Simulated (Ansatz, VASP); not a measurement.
# Te2Mo in VASP and in Ansatz

Contents of INCAR:

```
SYSTEM = Te2Mo
PREC     = Accurate       ! precision mode
ENCUT    = 500            ! plane-wave cutoff, eV
EDIFF    = 1E-6           ! SCF threshold, eV
ISMEAR   = 0              ! smearing method
SIGMA    = 0.1            ! smearing width, eV
LREAL    = .FALSE.        ! projectors in reciprocal space
LASPH    = .TRUE.         ! aspherical terms in the spheres
NELM     = 120            ! most SCF steps
ALGO     = Normal         ! electronic algorithm
ISIF     = 2              ! what is computed and relaxed
LWAVE    = .FALSE.        ! write WAVECAR
LCHARG   = .FALSE.        ! write CHGCAR
NBANDS   = 20             ! bands
GGA_COMPAT= .FALSE.
```

File KPOINTS:

```
regular mesh
0
G
  6 6 1
  0 0 0
```

The input POSCAR:

```
Te2Mo
1.0
    3.5602328140      0.0000000000      0.0000000000
   -1.7801164070      3.0832520603      0.0000000000
    0.0000000000      0.0000000000     17.5240578200
Te Mo
2 1
Direct
    0.3333333333      0.6666666667      0.8978554500
    0.3333333333      0.6666666667      0.1021445500
    0.0000000000      0.0000000000      0.0000000000
```

Input for Ansatz:

```yaml
crystal:
  lattice:
    - [3.560232814, 0.0, 0.0]
    - [-1.780116407, 3.0832520603, 0.0]
    - [0.0, 0.0, 17.52405782]
  atoms:
    - { symbol: Te, position: [0.3333333333, 0.6666666667, 0.89785545] }
    - { symbol: Te, position: [0.3333333333, 0.6666666667, 0.10214455] }
    - { symbol: Mo, position: [0.0, 0.0, 0.0] }
basis:
  ecutwfc: 420
kpoints:
  mp_grid: { grid: [6, 6, 1] }
hamiltonian:
  xc: lda
scf:
  occupations: { method: gaussian, width: 0.1 }
  max_iter: 58
output:
  forces: true
  stress: true
  eigenvalues: true
```

Alike in both runs: task single point; functional LDA; k mesh 6 × 6 × 1; occupations gaussian, width 0.1 eV; no spin polarisation.

|  | VASP | Ansatz |
| --- | --- | --- |
| version | VASP 6.6.1 | Ansatz 0.2.0 |
| potentials or method | VASP PAW LDA potentials, release 64 (Te, Mo_sv), cutoff 500 eV | scalar-relativistic, plane waves, PAW |
| valence electrons in the cell | 26 | 46 |

```csv
,VASP,Ansatz,Ansatz less VASP
gap on the k mesh at the Fermi level (eV),1.04,1.04,0.000
least direct gap on the mesh (eV),1.04,1.04,0.000
rms of the force components (eV/Å),0.172,0.197,+0.0249
```

LDA's correlation is that of Perdew and Zunger in VASP and of Perdew and Wang (1992) in Ansatz. Atom by atom the forces differ by 0.025 eV/Å (rms over components). VASP's potentials hold 26 valence electrons a cell and Ansatz's 46, so a difference there can come from the potentials and not from the codes.

Neither program's run includes spin-orbit coupling.
